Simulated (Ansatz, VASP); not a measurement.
ZrB2: VASP beside Ansatz

File INCAR:

```
PREC = Accurate ; ENCUT = 520
EDIFF = 1E-6 ; ISMEAR = -1
SIGMA = 0.05 ; LREAL = False
LASPH = True ; NELM = 100
ALGO = Normal ; ISIF = 2
LWAVE = False ; LCHARG = False
GGA = PE ; NBANDS = 16
```

File KPOINTS:

```
regular mesh
0
Gamma
  10 10 8
```

File POSCAR:

```
ZrB2
1.0
    3.1700000000      0.0000000000      0.0000000000
   -1.5850000000      2.7453000000      0.0000000000
    0.0000000000      0.0000000000      3.5330000000
Zr B
1 2
Direct
    0.0000000000      0.0000000000      0.0000000000
    0.3333333333      0.6666666667      0.5000000000
    0.6666666667      0.3333333333      0.5000000000
```

Input for Ansatz:

```yaml
crystal:
  lattice:
    - [3.17, 0.0, 0.0]
    - [-1.585, 2.7453, 0.0]
    - [0.0, 0.0, 3.533]
  atoms:
    - { symbol: Zr, position: [0.0, 0.0, 0.0] }
    - { symbol: B, position: [0.3333333333333333, 0.6666666666666666, 0.5] }
    - { symbol: B, position: [0.6666666666666666, 0.3333333333333333, 0.5] }
kpoints:
  mp_grid:
    grid: [10, 10, 8]
hamiltonian:
  xc: pbe
scf:
  lower_state_search: "off"
  mixing:
    algorithm: msr1
  occupations:
    method: fermi_dirac
    width: 0.05
output:
  stress: true
  eigenvalues: true
```

Alike in both runs: task single point; functional PBE; k mesh 10 × 10 × 8; occupations fermi-dirac, width 0.05 eV; no spin polarisation.

|  | VASP | Ansatz |
| --- | --- | --- |
| version | VASP 6.6.1 | Ansatz 0.2.0 |
| potentials or method | VASP PAW PBE potentials, release 64 (Zr_sv, B) | plane waves, PAW |
| plane-wave cutoff (eV) | 520 | 420 |
| valence electrons in the cell | 18 | 18 |

Ansatz gave:

- gap on the k mesh at the Fermi level (eV): none
- pressure (GPa): 0.8
- traceless stress, the component that is largest in VASP (GPa): 0.74

What did VASP give for the same quantities?

gap on the k mesh at the Fermi level (eV): none; pressure (GPa): 0.9; traceless stress, the component that is largest in VASP (GPa): 0.78.

A gap of «none» marks a metal or a gap that the smearing closes.
